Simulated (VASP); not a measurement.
Here is a VASP 6.6.1 calculation.

File INCAR:

```
  PREC = Accurate
  ENCUT = 520
  EDIFF = 1E-6
  ISMEAR = 0
  SIGMA = 0.02
  LREAL = Auto
  LASPH = True
  NELM = 60
  ALGO = Normal
  ISIF = 2
  LWAVE = False
  LCHARG = False
  GGA = PE
  NBANDS = 89
```

Contents of KPOINTS:

```
Automatic mesh
0
Gamma
  2 2 2
  0.5 0.5 0.5
```

The input POSCAR:

```
Si32O
1.0
   -5.4700937642      5.4700937642     -5.4700937642
    5.4700937642     -5.4700937642     -5.4700937642
   -5.4700937642     -5.4700937642      5.4700937642
Si O
32 1
Direct
    0.5039161879     -0.0010120940      0.2534410211
    0.2596431829     -0.0013520987      0.4989748394
    0.0134783476     -0.0018485279      0.7382632312
    0.7550371499      0.7451274123      0.2569732636
    0.7600960988      0.0015922374      0.0482097331
    0.5001488282      0.7445281131      0.4951342965
    0.2538480825      0.7486691967      0.7523557260
    0.0036476275      0.4969178443      0.2519709843
    0.0041376404      0.7493419164      0.0029535967
    0.7547335363      0.5007574221      0.5012111150
    0.5046621186      0.4989283691      0.7526987632
    0.2522091262      0.2475819834      0.2518443161
    0.2556959241      0.4997747912      0.0044938381
    0.0119708033      0.2559107985      0.5178692988
    0.7534780540      0.2550449886      0.7435302879
    0.5042438389      0.2491682384      0.0028155162
    0.7550301740      0.2529803232      0.4978293637
    0.5046838258      0.2486322358      0.7517751248
    0.2522486892      0.2476443135      0.0002406552
    0.0120040931     -0.0009919224      0.4939967807
    0.0134725794      0.2582858524      0.2751119918
    0.7601280337      0.0015542438      0.7117251487
    0.5000775559     -0.0014422861      0.0048964735
    0.2538432479      0.7480989766      0.5013206303
    0.2556259126     -0.0011137764      0.2510397483
    0.0036494424      0.7496663017      0.7514821509
    0.7534451142      0.7414244425      0.0096403070
    0.5042307373      0.4980229226      0.5012515901
    0.5039624650      0.7479616925      0.2504120681
    0.2596576238      0.5039324011      0.7605274285
    0.0041614356      0.4977569976      0.0010020065
    0.7547408972      0.4970194858      0.2532746629
   -0.1945103214      0.0246043695     -0.0972207469
```

Potentials or basis: VASP PAW PBE potentials, release 64 (Si, O).

Launch:

```sh
$ cat potpaw_PBE.64/Si/POTCAR potpaw_PBE.64/O/POTCAR > POTCAR
$ mpirun -np 1 vasp_std > vasp.out
```

Q: Predict the band gap on the k mesh.

A: 1.29 eV.

Q: Estimate the largest force.

A: 0.049 eV/Å.

Forces in eV/Å, atoms in the order of the input:
```
Si   0.002 -0.003  0.001
Si   0.002 -0.003 -0.001
Si   0.003  0.000  0.000
Si  -0.003  0.004 -0.001
Si  -0.025 -0.029  0.031
Si   0.002  0.003 -0.001
Si   0.000  0.001  0.000
Si   0.000  0.002  0.001
Si   0.000 -0.001  0.002
Si   0.001  0.005 -0.001
Si   0.003 -0.003 -0.002
Si   0.000  0.001  0.000
Si   0.001  0.002 -0.002
Si   0.000  0.001 -0.005
Si   0.004  0.002 -0.004
Si  -0.001  0.001  0.001
Si  -0.002 -0.003 -0.001
Si  -0.002  0.001  0.002
Si   0.000  0.000  0.002
Si  -0.001 -0.003  0.001
Si   0.000  0.001  0.004
Si   0.028  0.026 -0.025
Si  -0.003 -0.001  0.000
Si   0.000 -0.002 -0.002
Si  -0.003 -0.001  0.000
Si   0.000 -0.003  0.000
Si  -0.005 -0.002  0.004
Si   0.001 -0.001 -0.002
Si   0.001  0.003  0.002
Si   0.000  0.004  0.002
Si   0.003  0.000  0.000
Si  -0.001 -0.006  0.001
O   -0.005  0.001 -0.006
```
